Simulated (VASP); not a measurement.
A run of VASP 6.6.1 is set up as follows.

File INCAR:

```
ALGO = Normal
EDIFF = 1E-7
ENCUT = 520
GGA = PS
ISIF = 2
ISMEAR = 0
LASPH = T
LCHARG = T
LELF = T
LREAL = F
LVHAR = T
LWAVE = F
NBANDS = 16
NELM = 80
PREC = Accurate
SIGMA = 0.05
```

File KPOINTS:

```
k-points
0
Gamma
  10 10 10
```

POSCAR

```
SbMo
1.0
    0.0000000000      2.7070435197      2.7070435197
    2.7070435197      0.0000000000      2.7070435197
    2.7070435197      2.7070435197      0.0000000000
Mo Sb
1 1
Direct
    0.5000000000      0.5000000000      0.5000000000
    0.0000000000      0.0000000000      0.0000000000
```

Potentials or basis: VASP PAW PBE potentials, release 64 (Mo_sv, Sb).

Run with:

```bash
$ cat potpaw_PBE.64/Mo_sv/POTCAR potpaw_PBE.64/Sb/POTCAR > POTCAR
$ mpirun -np 1 vasp_std > vasp.out
```

**Question.** What does it give for the pressure?

**Answer.** 3.0 GPa.

Caveat: the PAW data sets were made with another functional, which shifts forces and pressure a little.
